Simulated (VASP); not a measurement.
# W (Fm-3m) in VASP: single point with LDA

Aim: the single point of W with LDA.

Program: VASP 6.6.1. These are calculated values, not measurements. Logs are shortened: lines on timing, memory, paths and dates and some standing lists are left out, and cuts for length are marked.

## (1) The cell of the first run

Symmetry: Fm-3m, No. 225, cubic system. The conventional cell has a = 4.060 Å, b = 4.060 Å, c = 4.060 Å, α = 90.00°, β = 90.00°, γ = 90.00°. W (site symmetry m-3m) has 12 W at 2.87 Å within 3.8 Å.

## (2) Single point, LDA

INCAR

```
PREC = Accurate ; ENCUT = 500
EDIFF = 1E-6 ; ISMEAR = -1
SIGMA = 0.05 ; LREAL = F
LASPH = T ; NELM = 120
ALGO = Normal ; ISIF = 2
LWAVE = F ; LCHARG = T
LELF = T ; LVHAR = T
NBANDS = 13 ; GGA_COMPAT = F
```

KPOINTS

```
regular mesh
0
Gamma
  10 10 10
```

POSCAR

```
W
1.0
    0.0000000000      2.0300000000      2.0300000000
    2.0300000000      0.0000000000      2.0300000000
    2.0300000000      2.0300000000      0.0000000000
W
1
Direct
    0.0000000000      0.0000000000      0.0000000000
```

Potentials or basis: VASP PAW LDA potentials, release 64 (W_sv).

On the command line:

```console
cat potpaw_LDA.64/W_sv/POTCAR > POTCAR
mpirun -np 1 vasp_std > vasp.out
```

OUTCAR:

```text
PREC = Accurate
   ENCUT = 500
   EDIFF = 1E-6
   ISMEAR = -1
   LREAL = F
   LASPH = T
   NELM = 120
   ISIF = 2

 ion  position               nearest neighbor table
   1  0.000  0.000  0.000-

  LATTYP: Found a face centered cubic cell.
 ALAT       =     4.0600000000

  Lattice vectors:

 A1 = (   0.0000000000,   2.0300000000,   2.0300000000)
 A2 = (   2.0300000000,   0.0000000000,   2.0300000000)
 A3 = (   2.0300000000,   2.0300000000,   0.0000000000)

Analysis of symmetry for initial positions (statically):
=====================================================================
 Subroutine PRICEL returns:
 Original cell was already a primitive cell.

 Routine SETGRP: Setting up the symmetry group for a
 face centered cubic supercell.

 Subroutine GETGRP returns: Found 48 space group operations
 (whereof 48 operations were pure point group operations)
 out of a pool of 48 trial point group operations.

The static configuration has the point symmetry O_h .

Analysis of symmetry for dynamics (positions and initial velocities):
=====================================================================
 Subroutine PRICEL returns:
 Original cell was already a primitive cell.

 Routine SETGRP: Setting up the symmetry group for a
 face centered cubic supercell.

 Subroutine GETGRP returns: Found 48 space group operations
 (whereof 48 operations were pure point group operations)
 out of a pool of 48 trial point group operations.

The dynamic configuration has the point symmetry O_h .

 Subroutine INISYM returns: Found 48 space group operations
 (whereof 48 operations are pure point group operations),
 and found     1 'primitive' translations

----------------------------------------------------------------------------------------

                                     Primitive cell

  volume of cell :      16.7309

  direct lattice vectors                    reciprocal lattice vectors
     0.000000000  2.030000000  2.030000000    -0.246305419  0.246305419  0.246305419
     2.030000000  0.000000000  2.030000000     0.246305419 -0.246305419  0.246305419
     2.030000000  2.030000000  0.000000000     0.246305419  0.246305419 -0.246305419

  length of vectors
     2.870853532  2.870853532  2.870853532     0.426613499  0.426613499  0.426613499

  position of ions in fractional coordinates (direct lattice)
     0.000000000  0.000000000  0.000000000

  ion indices of the primitive-cell ions
   primitive index   ion index
                 1           1
[... 67 lines left out ...]
   LNONCOLLINEAR =      F non collinear calculations
   LSORBIT =      F    spin-orbit coupling
   LASPH  =      T    aspherical Exc in radial PAW
   ENCUT  =  500.0 eV  36.75 Ry    6.06 a.u.   5.23  5.23  5.23*2*pi/ulx,y,z
   NELM   =    120;   NELMIN=  2; NELMDL= -5     # of ELM steps
   EDIFF  = 0.1E-05   stopping-criterion for ELM
   LREAL  =      F    real-space projection
[... 7 lines left out ...]
   TEBEG  =    0.0;   TEEND  =   0.0 temperature during run
   PSTRESS=    0.0 pullay stress
   NELECT =      14.0000    total number of electrons
   NUPDOWN=      -1.0000    fix difference up-down
   EMIN   =  10.00;   EMAX   =-10.00  energy-range for DOS
   EFERMI =   0.00;   METHOD = LEGACY
   ISMEAR =    -1;   SIGMA  =   0.05  broadening in eV -4-tet -1-fermi 0-gaus
   EFERMI_NEDOS =   21; number of points for ismear=-14 and -15
   IALGO  =     38    algorithm
   IMIX   =      4    mixing-type and parameters
     AMIX     =   0.40;   BMIX     =  1.00
     AMIX_MAG =   1.60;   BMIX_MAG =  1.00
  volume/ion in A,a.u.               =      16.73       112.91
  Fermi-wavevector in a.u.,A,eV,Ry     =   1.542688  2.915258 32.380324  2.379887
  Thomas-Fermi vector in A             =   2.648457
   LORBIT       =      0    0 simple, 1 ext, 2 COOP (PROOUT), +10 PAW based schemes
   GGA     = CA    functional components
   LHFCALC =     F    Hartree Fock is set to
   AEXX    =    0.0000 exact exchange contribution
   IVDW    =     0    specifies the selected vdW correction
   LEPSILON=     F    determine dielectric tensor
   LRPA    =     F    only Hartree local field effects (RPA)
 non-spin polarized calculation
  energy-cutoff  :      500.00
  volume of cell :       16.73
 maximum number of plane-waves:       444
 NGX is ok and might be reduce to    24
   NGX = 11   NGY = 11   NGZ = 11

 number of electron      14.0000002 magnetization

 Free energy of the ion-electron system (eV)
  ---------------------------------------------------
  ext. energy  EPLUGINS =         0.00000000
  ---------------------------------------------------
  free energy    TOTEN  =       -13.55604639 eV

  energy without entropy =      -13.54709591  energy(sigma->0) =      -13.55157115

 E-fermi :  10.0555     XC(G=0): -13.5203

 val. band max:       10.0053517997   @ k =  -0.1000   0.1000   0.0000
 cond. band min:      10.1291574955   @ k =   0.2000   0.1000   0.0000
 fundamental gap:      0.1238056957
 Fermi energy:        10.0554612931

 k-point     1 :       0.0000    0.0000    0.0000
  band No.  band energies     occupation
      1     -63.1861      2.00000
      2     -27.0863      2.00000
      3     -27.0863      2.00000
      4     -27.0863      2.00000
      5       1.2862      2.00000
      6       9.5216      1.99995
      7       9.5216      1.99995
      8       9.5216      1.99995
      9      12.5214      0.00000
     10      12.5214      0.00000
     11      22.9437      0.00000
     12      27.9951      0.00000
     13      27.9951      0.00000
[... 354 lines left out ...]
  band No.  band energies     occupation
      1     -63.0791      2.00000
      2     -27.9228      2.00000
      3     -27.4277      2.00000
      4     -27.3922      2.00000
      5       5.2385      2.00000
      6       6.4626      2.00000
      7       9.9740      1.67190
      8      12.7233      0.00000
      9      14.1620      0.00000
     10      14.7796      0.00000
     11      23.5605      0.00000
     12      25.4257      0.00000
     13      27.0507      0.00000

 [... further k-points ...]
[... 5 lines left out ...]
  --------------------------------------------------------------------------------------
  -------------------------------------------------------------------------------------
  Total       -1.6704966     -1.6704966     -1.6704966      0.0000000     -0.0000000      0.0000000
  in kB     -159.9698279   -159.9698279   -159.9698279      0.0000000     -0.0000000      0.0000000
  external PRESSURE =    -159.9698279 kB  Pullay stress =       0.0000000 kB

 VOLUME and BASIS-vectors are now :
 -----------------------------------------------------------------------------
  energy-cutoff  :      500.00
  volume of cell :       16.73
      direct lattice vectors                 reciprocal lattice vectors
     0.000000000  2.030000000  2.030000000    -0.246305419  0.246305419  0.246305419
     2.030000000  0.000000000  2.030000000     0.246305419 -0.246305419  0.246305419
     2.030000000  2.030000000  0.000000000     0.246305419  0.246305419 -0.246305419

 POSITION                                       TOTAL-FORCE (eV/Angst)
 -----------------------------------------------------------------------------------
      0.00000      0.00000      0.00000         0.000000     -0.000000      0.000000
 -----------------------------------------------------------------------------------
    total drift:                                0.000000     -0.000000     -0.000000

  FREE ENERGIE OF THE ION-ELECTRON SYSTEM (eV)
  ---------------------------------------------------
  free  energy   TOTEN  =       -13.5560463875 eV

  energy  without entropy=      -13.5470959097  energy(sigma->0) =      -13.55157115
```

stdout:

```text
POSCAR found type information on POSCAR W
 POSCAR found :  1 types and       1 ions
 scaLAPACK will be used
 LDA part: xc-table for (Slater(with rela. corr.)+CA(PZ))
 , standard interpolation
 POSCAR, INCAR and KPOINTS ok, starting setup
 FFT: planning ... GRIDC
 FFT: planning ... GRID_SOFT
 FFT: planning ... GRID
 WAVECAR not read
 entering main loop
```

It took 7.6 s on 1 thread of AMD EPYC 7R13 (Zen 3), shared host; peak memory 0.1 GiB.

What came out:

* Free energy: -13.5560 eV
* Pressure: -16.0 GPa
* Band gap on the k mesh: zero (band 7 reaches 13.17 eV, above the bottom of band 8 at 9.52 eV)

Levels at points of the mesh, in eV from the Fermi level:
```csv
k point,band 5,band 6,band 7,band 8,band 9,band 10
"(0.00, 0.00, 0.00)",-8.77,-0.53,-0.53,-0.53,2.47,2.47
"(0.50, 0.00, 0.00)",-5.44,-0.76,-0.76,0.77,4.90,4.90
"(0.50, 0.50, 0.00)",-5.32,-4.37,3.12,4.84,5.62,5.62
```

Caveat: spin-orbit coupling is left out, which moves the levels of the heavy elements.
